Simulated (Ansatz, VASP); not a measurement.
Given: the input of a run of VASP 6.6.1 on SnTe.

INCAR

```
  PREC = Accurate
  ENCUT = 520
  EDIFF = 1E-7
  ISMEAR = -1
  SIGMA = 0.05
  LREAL = False
  LASPH = True
  NELM = 150
  ALGO = Normal
  ISIF = 2
  LWAVE = False
  LCHARG = True
  LNONCOLLINEAR = True
  MAGMOM = 0 0 0 0 0 0
  LORBIT = 11
  LSORBIT = True
  GGA_COMPAT = False
  LORBMOM = True
  GGA = PS
  LVHAR = True
  NBANDS = 32
```

KPOINTS

```
regular mesh
0
Gamma
  7 7 7
```

POSCAR

```
SnTe
1.0
    0.0000000000      3.2126470615      3.2126470615
    3.2126470615      0.0000000000      3.2126470615
    3.2126470615      3.2126470615      0.0000000000
Te Sn
1 1
Direct
    0.5000000000      0.5000000000      0.5000000000
    0.0000000000      0.0000000000      0.0000000000
```

Potentials or basis: VASP PAW PBE potentials, release 64 (Te, Sn_d).

The run is started by

```console
$ cat potpaw_PBE.64/Te/POTCAR potpaw_PBE.64/Sn_d/POTCAR > POTCAR
$ mpirun -np 1 vasp_ncl > vasp.out
```

Question: Translate it to Ansatz 0.2.0. Potentials there: Ansatz PAW.

Answer: As run (the cutoff follows the program's own potentials):

input.yaml

```yaml
crystal:
  lattice:
    - [0.0, 3.2126470615, 3.2126470615]
    - [3.2126470615, 0.0, 3.2126470615]
    - [3.2126470615, 3.2126470615, 0.0]
  atoms:
    - { symbol: Te, position: [0.5, 0.5, 0.5] }
    - { symbol: Sn, position: [0.0, 0.0, 0.0] }
hamiltonian:
  xc: pbesol
  pseudopotentials: { kind: paw_fr }
magnetization:
  noncollinear: true
  spin_orbit: true
kpoints:
  mp_grid: { grid: [7, 7, 7] }
scf:
  occupations: { method: fermi_dirac, width: 0.05 }
output:
  forces: true
  stress: true
  eigenvalues: true
```

Potentials or basis: Ansatz PAW.

The run is started by

```bash
$ ansatz run input.yaml --threads 2 --pin off --max-ram 5120MiB --backend cpu --events-out ev --progress --plain --runs-dir out
```

Both were run:

|  | VASP | Ansatz | Ansatz less VASP |
| --- | --- | --- | --- |
| pressure (GPa) | -2.7 | -2.7 | -0.01 |
| net moment per atom (μB) | 0.00 | 0.00 | 0.000 |

VASP's potentials were made for PBE, not for PBEsol. With one functional, cell and mesh, what is left measures potentials, basis and numerics. VASP's potentials hold 20 valence electrons a cell and Ansatz's 30, so a difference there can come from the potentials and not from the codes.
